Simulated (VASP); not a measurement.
# AlIn7N8 (P3m1) in VASP: relaxation of cell and atoms with PBEsol

Aim: the relaxation of cell and atoms of AlIn7N8 with PBEsol.

All numbers are computed with VASP 6.6.1; they aren't measurements. Logs are shortened: lines on timing, memory, paths and dates and some standing lists are left out, and cuts for length are marked.

## (1) The cell of the first run

The structure is trigonal, space group P3m1 (No. 156). Conventional cell: a = 6.959 Å, b = 6.959 Å, c = 5.607 Å, α = 90.00°, β = 90.00°, γ = 120.00°. Al (site symmetry 3m) has 4 N at 2.10 to 2.13 Å within 2.8 Å. Within 2.8 Å of In (site symmetry m) lie 4 N at 2.10 to 2.13 Å. Within 2.8 Å of In (site symmetry m) lie 4 N at 2.10 to 2.13 Å. In (site symmetry 3m) has 4 N at 2.10 to 2.13 Å within 2.8 Å. N (site symmetry 3m) has 1 Al at 2.10 Å and 3 In at 2.13 Å within 2.8 Å. Within 2.8 Å of N (site symmetry m) lie 4 In at 2.10 to 2.13 Å. N (site symmetry m) has 3 In at 2.10 to 2.13 Å and 1 Al at 2.13 Å within 2.8 Å. Within 2.8 Å of N (site symmetry 3m) lie 4 In at 2.10 to 2.13 Å.

## (2) Relaxation of cell and atoms, PBEsol

File INCAR:

```
SYSTEM = AlIn7N8
ALGO = Normal
EDIFF = 1E-6
EDIFFG = -0.05
ENCUT = 600
GGA = PS
IBRION = 2
ISIF = 3
ISMEAR = 0
LASPH = .TRUE.
LCHARG = .FALSE.
LREAL = Auto
LWAVE = .FALSE.
NELM = 60
NSW = 100
PREC = Accurate
SIGMA = 0.1
```

File KPOINTS:

```
k-points
0
G
  4 3 3
  0 0 0
```

File POSCAR:

```
AlIn7N8
1.0
    0.0000000000      0.0000000000     -5.6069316400
   -6.9591742400      0.0000000000      0.0000000000
    3.4795871200      6.0268216800      0.0000000000
Al In N
1 7 8
Direct
    0.0000000000      0.6666666700      0.3333333300
    0.0000000000      0.1666666700      0.3333333300
    0.0000000000      0.6666666700      0.8333333300
    0.0000000000      0.1666666700      0.8333333300
    0.5000000000      0.3333333300      0.1666666700
    0.5000000000      0.8333333300      0.1666666700
    0.5000000000      0.3333333300      0.6666666700
    0.5000000000      0.8333333300      0.6666666700
    0.6250000000      0.6666666700      0.3333333300
    0.6250000000      0.1666666700      0.3333333300
    0.6250000000      0.6666666700      0.8333333300
    0.6250000000      0.1666666700      0.8333333300
    0.1250000000      0.3333333300      0.1666666700
    0.1250000000      0.8333333300      0.1666666700
    0.1250000000      0.3333333300      0.6666666700
    0.1250000000      0.8333333300      0.6666666700
```

Potentials or basis: VASP PAW PBE potentials, release 64 (Al, In_d, N).

On the command line:

```sh
> cat potpaw_PBE.64/Al/POTCAR potpaw_PBE.64/In_d/POTCAR potpaw_PBE.64/N/POTCAR > POTCAR
> mpirun -np 1 vasp_std > vasp.out
```

OUTCAR:

```text
SYSTEM = AlIn7N8
   EDIFF = 1E-6
   EDIFFG = -0.05
   ENCUT = 600
   GGA = PS
   IBRION = 2
   ISIF = 3
   ISMEAR = 0
   LASPH = .TRUE.
   LREAL = Auto
   NELM = 60
   NSW = 100
   PREC = Accurate

 ion  position               nearest neighbor table
   1  0.000  0.667  0.333-   9 2.10  14 2.13  16 2.13  13 2.13   6 3.45   6 3.45   8 3.45   8 3.45
                             5 3.45   5 3.45   4 3.48   4 3.48   3 3.48   3 3.48   2 3.48   2 3.48
   2  0.000  0.167  0.333-  10 2.10  13 2.13  15 2.13  14 2.13   5 3.45   5 3.45   7 3.45   7 3.45
                             6 3.45   6 3.45   3 3.48   4 3.48   3 3.48   4 3.48   1 3.48   1 3.48
   3  0.000  0.667  0.833-  11 2.10  16 2.13  14 2.13  15 2.13   8 3.45   8 3.45   6 3.45   6 3.45
                             7 3.45   7 3.45   2 3.48   2 3.48   1 3.48   1 3.48   4 3.48   4 3.48
   4  0.000  0.167  0.833-  12 2.10  15 2.13  13 2.13  16 2.13   7 3.45   7 3.45   5 3.45   5 3.45
                             8 3.45   8 3.45   1 3.48   2 3.48   1 3.48   2 3.48   3 3.48   3 3.48
   5  0.500  0.333  0.167-  13 2.10  10 2.13  12 2.13   9 2.13   2 3.45   2 3.45   4 3.45   4 3.45
                             1 3.45   1 3.45   8 3.48   7 3.48   8 3.48   7 3.48   6 3.48   6 3.48
   6  0.500  0.833  0.167-  14 2.10   9 2.13  11 2.13  10 2.13   1 3.45   1 3.45   3 3.45   3 3.45
                             2 3.45   2 3.45   7 3.48   7 3.48   8 3.48   8 3.48   5 3.48   5 3.48
   7  0.500  0.333  0.667-  15 2.10  12 2.13  10 2.13  11 2.13   4 3.45   4 3.45   2 3.45   2 3.45
                             3 3.45   3 3.45   6 3.48   5 3.48   6 3.48   5 3.48   8 3.48   8 3.48
   8  0.500  0.833  0.667-  16 2.10  11 2.13   9 2.13  12 2.13   3 3.45   3 3.45   1 3.45   1 3.45
                             4 3.45   4 3.45   5 3.48   5 3.48   6 3.48   6 3.48   7 3.48   7 3.48
   9  0.625  0.667  0.333-   1 2.10   6 2.13   8 2.13   5 2.13
  10  0.625  0.167  0.333-   2 2.10   5 2.13   7 2.13   6 2.13
  11  0.625  0.667  0.833-   3 2.10   8 2.13   6 2.13   7 2.13
  12  0.625  0.167  0.833-   4 2.10   7 2.13   5 2.13   8 2.13
  13  0.125  0.333  0.167-   5 2.10   2 2.13   4 2.13   1 2.13
  14  0.125  0.833  0.167-   6 2.10   1 2.13   3 2.13   2 2.13
  15  0.125  0.333  0.667-   7 2.10   4 2.13   2 2.13   3 2.13
  16  0.125  0.833  0.667-   8 2.10   3 2.13   1 2.13   4 2.13

  LATTYP: Found a hexagonal cell.
 ALAT       =     6.9591742400
 C/A-ratio  =     0.8056892164

  Lattice vectors:

 A1 = (  -6.9591742400,   0.0000000000,   0.0000000000)
 A2 = (   3.4795871200,   6.0268216800,   0.0000000000)
 A3 = (   0.0000000000,   0.0000000000,  -5.6069316400)

Analysis of symmetry for initial positions (statically):
=====================================================================
 Subroutine PRICEL returns:
 Original cell was already a primitive cell.

 Routine SETGRP: Setting up the symmetry group for a
 hexagonal supercell.

 Subroutine GETGRP returns: Found  6 space group operations
 (whereof  6 operations were pure point group operations)
[... 159 lines left out ...]
   LRPA    =     F    only Hartree local field effects (RPA)
 conjugate gradient relaxation of ions
 non-spin polarized calculation
 Gauss-broadening in eV      SIGMA  =   0.10
  energy-cutoff  :      600.00
  volume of cell :      235.16
 maximum number of plane-waves:      7862
 NGX is ok and might be reduce to    48
   NGX = 23   NGY = 27   NGZ = 27

--------------------------------------- Ionic step        1  -------------------------------------------

 number of electron     133.9999996 magnetization

 Free energy of the ion-electron system (eV)
  ---------------------------------------------------
  ext. energy  EPLUGINS =         0.00000000
  ---------------------------------------------------
  free energy    TOTEN  =       -95.25139398 eV

  energy without entropy =      -95.24725135  energy(sigma->0) =      -95.24932267

------------------------ aborting loop because EDIFF is reached ----------------------------------------

  FORCE on cell =-STRESS in cart. coord.  units (eV):
  Direction    XX          YY          ZZ          XY          YZ          ZX
  --------------------------------------------------------------------------------------
  -------------------------------------------------------------------------------------
  Total        2.3042619      2.3042619      6.5263704      0.0000000     -0.0000000      0.0000000
  in kB       15.6989678     15.6989678     44.4642514      0.0000000     -0.0000000      0.0000000
  external PRESSURE =      25.2873957 kB  Pullay stress =       0.0000000 kB
[... 131 lines left out ...]
  FREE ENERGIE OF THE ION-ELECTRON SYSTEM (eV)
  ---------------------------------------------------
  free  energy   TOTEN  =       -96.0683624381 eV

  energy  without entropy=      -96.0634503611  energy(sigma->0) =      -96.06590640

[... ionic steps 4 to 7 ...]

--------------------------------------- Ionic step        8  -------------------------------------------

 number of electron     134.0000001 magnetization

------------------------ aborting loop because EDIFF is reached ----------------------------------------
[... 95 lines left out ...]
--------------------------------------- Ionic step       10  -------------------------------------------

 number of electron     134.0000001 magnetization

 Free energy of the ion-electron system (eV)
  ---------------------------------------------------
  ext. energy  EPLUGINS =         0.00000000
  ---------------------------------------------------
  free energy    TOTEN  =       -96.34106010 eV

  energy without entropy =      -96.33760266  energy(sigma->0) =      -96.33933138

 E-fermi :   6.4993     XC(G=0): -11.0040

 val. band max:        6.4268699113   @ k =   0.0000   0.0000   0.0000
 cond. band min:       6.5321056758   @ k =   0.0000   0.0000   0.0000
 fundamental gap:      0.1052357645
 Fermi energy:         6.4992983066

 k-point     1 :       0.0000    0.0000    0.0000
  band No.  band energies     occupation
      1      -8.4197      2.00000
      2      -8.3804      2.00000
      3      -8.3804      2.00000
      4      -8.3701      2.00000
      5      -8.2413      2.00000
      6      -8.0364      2.00000
[... 809 lines left out ...]
     78      12.5943      0.00000
     79      12.7362      0.00000
 [bands above 79 left out]

------------------------ aborting loop because EDIFF is reached ----------------------------------------

  FORCE on cell =-STRESS in cart. coord.  units (eV):
  Direction    XX          YY          ZZ          XY          YZ          ZX
  --------------------------------------------------------------------------------------
  -------------------------------------------------------------------------------------
  Total        0.0503263      0.0503263     -0.0744201     -0.0000000     -0.0000000      0.0000000
  in kB        0.3414713      0.3414713     -0.5049519     -0.0000000     -0.0000000      0.0000000
  external PRESSURE =       0.0593302 kB  Pullay stress =       0.0000000 kB
[... 31 lines left out ...]
  FREE ENERGIE OF THE ION-ELECTRON SYSTEM (eV)
  ---------------------------------------------------
  free  energy   TOTEN  =       -96.3410600964 eV

  energy  without entropy=      -96.3376026553  energy(sigma->0) =      -96.33933138

 reached required accuracy - stopping structural energy minimisation
```

CONTCAR:

```text
AlIn7N8
   1.00000000000000
     0.0000000000000000    0.0000000000000000   -5.6204111392681222
    -6.9650810904303535   -0.0000000000000000    0.0000000000000000
     3.4825405452151768    6.0319371625265807   -0.0000000000000000
  Al              In              N
     1     7     8
Direct
     0.0003499713157472    0.6666666699999979    0.3333333300000021
     0.0031826148952339    0.1655975087872895    0.3311950075745852
     0.0031826148952339    0.6688049924254144    0.8344024912127106
     0.0031826148952339    0.1655975087872899    0.8344024912127106
     0.5011192017034044    0.3420117772618629    0.1710058936309313
     0.5011192017034044    0.8289941063690747    0.1710058936309313
[... 8 lines left out ...]
     0.1216763903874395    0.3333333300000021    0.6666666699999979
     0.1136849453040156    0.8187169670582345    0.6374339441164629

  0.00000000E+00  0.00000000E+00  0.00000000E+00
  0.00000000E+00  0.00000000E+00  0.00000000E+00
  0.00000000E+00  0.00000000E+00  0.00000000E+00
  0.00000000E+00  0.00000000E+00  0.00000000E+00
  0.00000000E+00  0.00000000E+00  0.00000000E+00
  0.00000000E+00  0.00000000E+00  0.00000000E+00
[... 8 lines left out ...]
  0.00000000E+00  0.00000000E+00  0.00000000E+00
  0.00000000E+00  0.00000000E+00  0.00000000E+00
```

Run time: 30 min. Hardware: 1 thread of AMD EPYC 9R45 (Zen 5), shared host; peak memory 0.47 GiB.

Results:

```
Free energy                           : -96.3411 eV
Relaxed volume                        : 14.76 Å³/atom
Relaxed cell                          : a = 5.620 Å, b = 6.965 Å, c = 6.965 Å, α = 120.00°, β = 90.00°, γ = 90.00°
Space group after relaxing (to 0.1 Å) : P3m1 (No. 156)
Energy gained by relaxing             : 68.1 meV/atom
Ionic steps                           : 10
Pressure after relaxing               : 0.0 GPa
Largest force after relaxing          : 0.028 eV/Å
Band gap on the k mesh                : 0.11 eV
```

Forces on the atoms (eV/Å):
```
Al   0.000  0.000 -0.028
In   0.000  0.000  0.012
In   0.000  0.000  0.012
In   0.000  0.000  0.012
In  -0.013  0.007 -0.007
In   0.013  0.007 -0.007
In   0.000  0.000 -0.006
In   0.000 -0.015 -0.007
N    0.000  0.000 -0.006
N    0.000  0.012  0.007
N    0.010 -0.006  0.007
N   -0.010 -0.006  0.007
N    0.000  0.000  0.009
N    0.000  0.000  0.009
N    0.000  0.000 -0.023
N    0.000  0.000  0.009
```

Stress tensor (GPa, compression positive):
```
 0.03  0.00  0.00
 0.00  0.03  0.00
 0.00  0.00 -0.05
```

Step by step:
```csv
step,energy change (eV),largest force (eV/Å),pressure (GPa),volume (Å³)
1,0.0000,2.4633,2.53,235.16
2,-0.7946,1.1230,-3.30,243.14
3,-0.8170,0.8561,-4.17,244.67
4,-1.0126,0.7143,1.59,233.81
5,-1.0496,0.5014,-0.15,236.74
6,-1.0837,0.1769,0.06,236.14
7,-1.0838,0.1671,0.05,236.18
8,-1.0885,0.1023,-0.04,236.25
9,-1.0885,0.1076,-0.05,236.26
10,-1.0897,0.0280,0.01,236.13
```

Final structure:
```yaml
crystal:
  lattice:
    - [0.00000, 0.00000, -5.62041]
    - [-6.96508, 0.00000, 0.00000]
    - [3.48254, 6.03194, 0.00000]
  atoms:
    - { symbol: Al, position: [0.00035, 0.66667, 0.33333] }
    - { symbol: In, position: [0.00318, 0.16560, 0.33119] }
    - { symbol: In, position: [0.00318, 0.66880, 0.83440] }
    - { symbol: In, position: [0.00318, 0.16560, 0.83440] }
    - { symbol: In, position: [0.50112, 0.34201, 0.17101] }
    - { symbol: In, position: [0.50112, 0.82899, 0.17101] }
    - { symbol: In, position: [0.50334, 0.33333, 0.66667] }
    - { symbol: In, position: [0.50112, 0.82899, 0.65799] }
    - { symbol: N, position: [0.66134, 0.66667, 0.33333] }
    - { symbol: N, position: [0.61978, 0.16501, 0.33003] }
    - { symbol: N, position: [0.61978, 0.66997, 0.83499] }
    - { symbol: N, position: [0.61978, 0.16501, 0.83499] }
    - { symbol: N, position: [0.11368, 0.36257, 0.18128] }
    - { symbol: N, position: [0.11368, 0.81872, 0.18128] }
    - { symbol: N, position: [0.12168, 0.33333, 0.66667] }
    - { symbol: N, position: [0.11368, 0.81872, 0.63743] }
```

Caveat: semilocal functionals underestimate gaps, and a narrow one can read as zero; the PAW data sets were made with another functional, which shifts forces and pressure a little; spin-orbit coupling is left out, which moves the levels of the heavy elements; the relaxation stopped at a loose force limit of 0.05 eV/Å, so its end isn't a converged minimum.
